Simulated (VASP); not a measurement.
Input of a VASP 6.6.1 run:

INCAR

```
  PREC = Accurate
  ENCUT = 520
  EDIFF = 1E-6
  ISMEAR = 0
  SIGMA = 0.02
  LREAL = Auto
  LASPH = True
  NELM = 100
  ALGO = Normal
  ISIF = 2
  LWAVE = False
  LCHARG = True
  GGA = PE
  LELF = True
  LVHAR = True
  NBANDS = 87
  NELECT = 128.0
```

File KPOINTS:

```
Automatic mesh
0
Gamma
  2 2 2
  0.5 0.5 0.5
```

Contents of POSCAR:

```
MgSi32
1.0
    0.0000000001     -6.6706137337      6.3650227274
   -0.0000000001      6.6706137337      6.3650227274
   -7.7025612697     -0.0000000001     -6.3650227274
Si Mg
32 1
Direct
    0.4871715957      0.3207210944      0.7504850397
    0.7366862867      0.5702357854      0.2495145358
    0.1139354624      0.4461542189      0.5005414258
    0.6133939107      0.9456126672      0.4994582796
    0.9892270551      0.8217118842      0.7470696822
    0.8634435048      0.1998535899     -0.0000001298
    0.3621781564      0.6936415102     -0.0000001298
    0.2421571392      0.0746419683      0.2529298933
    0.7131710744      0.3715957575      0.5153462415
    0.9413131851      0.6299142520     -0.0000002596
    0.3263774796      0.5003308887      0.2612907486
    0.8242486460      0.9896398744      0.2490069125
    0.1978246008      0.8562493238      0.4846533340
    0.0650866408      0.2390400500      0.7387089568
    0.5752414998      0.7406327283      0.7509926630
    0.4577685339      0.1061969853     -0.0000002596
    0.6717255603      0.5091685538      0.7503665077
    0.9213587833      0.7588017768      0.2496330678
    0.3018549890      0.6357884304      0.5074099203
    0.7944447979      0.1283781993      0.4925896552
    0.1772382985     -0.0034582683      0.7300336606
    0.0412066398      0.4028312363     -0.0000001298
    0.5534854106      0.8747162727     -0.0000001298
    0.4472043685      0.2665078017      0.2699659149
    0.8868925154      0.5517578352      0.4991847342
    0.1378402886      0.8058206541     -0.0000002597
    0.5097897457      0.6764580680      0.2507708712
    0.0110098493      0.1779661511      0.2497591298
    0.3877075475      0.0525728674      0.5008148413
    0.2590186408      0.4256869632      0.7492287043
    0.7612505936      0.9282068954      0.7502405755
    0.6340246255      0.3011645486     -0.0000002596
    0.1852243804      0.1853305176     -0.0000002597
```

Potentials or basis: VASP PAW PBE potentials, release 64 (Si, Mg).

Run with:

```sh
$ cat potpaw_PBE.64/Si/POTCAR potpaw_PBE.64/Mg/POTCAR > POTCAR
$ mpirun -np 1 vasp_std > vasp.out
```

Question: Estimate the largest force.

Answer: 1.367 eV/Å.

Forces on the atoms (eV/Å):
```
Si   0.001  0.005  0.033
Si  -0.001  0.005  0.033
Si  -0.006 -0.012  0.044
Si   0.006 -0.012  0.044
Si   0.019 -0.009  0.044
Si   0.000  0.022  0.037
Si   0.000  0.002  0.049
Si  -0.019 -0.009  0.044
Si  -0.020 -0.025  0.024
Si   0.000  0.021  0.022
Si   0.136 -0.082  0.049
Si   0.005  0.022  0.008
Si   0.020 -0.025  0.024
Si  -0.136 -0.082  0.049
Si  -0.005  0.022  0.008
Si   0.000  0.144  0.043
Si   0.000  0.016  0.026
Si   0.000  0.016  0.026
Si   0.085 -0.057  0.058
Si  -0.085 -0.057  0.058
Si  -0.016  0.006  0.127
Si   0.000 -0.020  0.119
Si   0.000  0.092  0.061
Si   0.016  0.006  0.127
Si   0.016 -0.017  0.026
Si   0.000 -0.005  0.026
Si   0.009  0.003  0.035
Si  -0.004  0.005  0.014
Si  -0.016 -0.017  0.026
Si  -0.009  0.003  0.035
Si   0.004  0.005  0.014
Si   0.000  0.028  0.033
Mg   0.000  0.008 -1.367
```

Caveat: the cell carries a net charge on a neutralising background, which shifts energy and pressure.
